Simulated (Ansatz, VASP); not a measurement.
# Fe: VASP beside Ansatz

```
Fe
1.0
    -1.47130    1.47130    1.47130
     1.47130   -1.47130    1.47130
     1.47130    1.47130   -1.47130
Fe
1
Direct
  0.00000 0.00000 0.00000
```

Alike in both runs: task single point; functional r2SCAN50; k mesh 7 × 7 × 7; occupations fermi-dirac, width 0.05 eV; collinear spin.

|  | VASP | Ansatz |
| --- | --- | --- |
| version | VASP 6.6.1 | Ansatz 0.2.0 |
| potentials or method | VASP PAW PBE potentials, release 64 (Fe) | Ansatz PAW |
| plane-wave cutoff (eV) | 520 | 500 |
| valence electrons in the cell | 8 | 16 |

|  | VASP | Ansatz | Ansatz less VASP |
| --- | --- | --- | --- |
| gap on the k mesh at the Fermi level (eV) | none | none | - |
| pressure (GPa) | -1.3 | -2.6 | -1.36 |
| net moment per atom (μB) | 2.93 | 2.90 | -0.035 |
| size of the moment on the site where the two differ most (μB) | 3.10 | 3.32 | +0.223 |

VASP's potentials were made for PBE, not for r2SCAN50. Site moments also hang on the region over which each program counts them. A gap of «none» marks a metal or a gap that the smearing closes. VASP's potentials hold 8 valence electrons a cell and Ansatz's 16, so a difference there can come from the potentials and not from the codes.

The k mesh is coarse, so the values compare programs but aren't converged. Noted on Ansatz's run: the magnetic or orbital state may not be the lowest.
